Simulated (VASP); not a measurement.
Input of a VASP 6.6.1 run:

File INCAR:

```
PREC = Accurate
ENCUT = 520
EDIFF = 1E-6
ISMEAR = 1
SIGMA = 0.1
LREAL = F
LASPH = T
NELM = 60
ALGO = Normal
ISIF = 2
LWAVE = F
LCHARG = F
GGA = PE
NBANDS = 14
```

The input KPOINTS:

```
Automatic mesh
0
Gamma
  13 13 13
```

Contents of POSCAR:

```
HfC
1.0
    0.0000000000      2.2475000000      2.3250000000
    2.2475000000      0.0000000000      2.3250000000
    2.2475000000      2.2475000000      0.0000000000
Hf C
1 1
Direct
    0.5000000000      0.5000000000      0.5000000000
    0.0000000000      0.0000000000      0.0000000000
```

Potentials or basis: VASP PAW PBE potentials, release 64 (Hf_pv, C).

The run is started by

```console
$ cat potpaw_PBE.64/Hf_pv/POTCAR potpaw_PBE.64/C/POTCAR > POTCAR
$ mpirun -np 1 vasp_std > vasp.out
```

Problem. Predict the pressure.

Solution. 18.7 GPa.

Problem. Estimate the band gap on the k mesh.

Solution. Zero (band 7 reaches 7.59 eV, above the bottom of band 8 at 6.06 eV).

Stress tensor (GPa, compression positive):
```
24.54  0.00  0.00
 0.00 24.54  0.00
 0.00  0.00  6.87
```

Caveat: spin-orbit coupling is left out, which moves the levels of the heavy elements.
